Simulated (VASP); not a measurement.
Wanted: the native input for a VASP 6.6.1 run.

| Item | Value |
| --- | --- |
| Task | relaxation of cell and atoms |
| Functional | PBEsol |
| Potentials or basis | VASP PAW PBE potentials, release 64 (La) |
| Cutoff | 600 eV |
| k mesh | 13 × 13 × 7 |
| Occupations | fermi-dirac, width 0.08 eV |
| Spin | no spin polarisation |
| Target pressure | 4 GPa |
| Dipole correction | no |
| Further INCAR settings | ALGO = Normal; EDIFF = 1e-07; IBRION = 2; EDIFFG = -0.005; NSW = 60; ISIF = 3 |

The structure of La lies in POSCAR:

```
La
1.0
    3.5297976437      0.0000000000      0.0000000000
   -1.7648988219      3.0568944297      0.0000000000
    0.0000000000      0.0000000000      5.7182721828
La
2
Direct
    0.3333333333      0.6666666667      0.2500000000
    0.6666666667      0.3333333333      0.7500000000
```

These files were run (other wordings do the same):

INCAR

```
ALGO = Normal
EDIFF = 1E-7
EDIFFG = -0.005
ENCUT = 600
GGA = PS
IBRION = 2
ISIF = 3
ISMEAR = -1
LASPH = T
LCHARG = F
LREAL = F
LWAVE = F
NELM = 100
NSW = 60
PREC = Accurate
PSTRESS = 40.0
SIGMA = 0.08
```

KPOINTS

```
k-points
0
Gamma
  13 13 7
```

Potentials or basis: VASP PAW PBE potentials, release 64 (La).

Run with:

```bash
$ cat potpaw_PBE.64/La/POTCAR > POTCAR
$ mpirun -np 1 vasp_std > vasp.out
```

Results of the run:

```json
{
 "Relaxed volume": "30.26 Å³/atom",
 "Relaxed cell": "a = 3.479 Å, b = 3.479 Å, c = 5.773 Å, α = 90.00°, β = 90.00°, γ = 120.00°",
 "Space group after relaxing (to 0.1 Å)": "P6_3/mmc (No. 194)",
 "Energy change on relaxing (the run minimises the enthalpy)": "+12.2 meV/atom",
 "Ionic steps": "6",
 "Pressure after relaxing": "4.0 GPa",
 "Band gap on the k mesh": "zero (bands 11 and 12 overlap by 1.60 eV)"
}
```

Caveat: the cell is relaxed towards a set pressure, so the run minimises the enthalpy, not the energy; the PAW data sets were made with another functional, which shifts forces and pressure a little; spin-orbit coupling is left out, which moves the levels of the heavy elements.

Run time: 14 min on 1 thread of Intel Xeon 8259CL, on a shared host, peak memory 0.27 GiB.
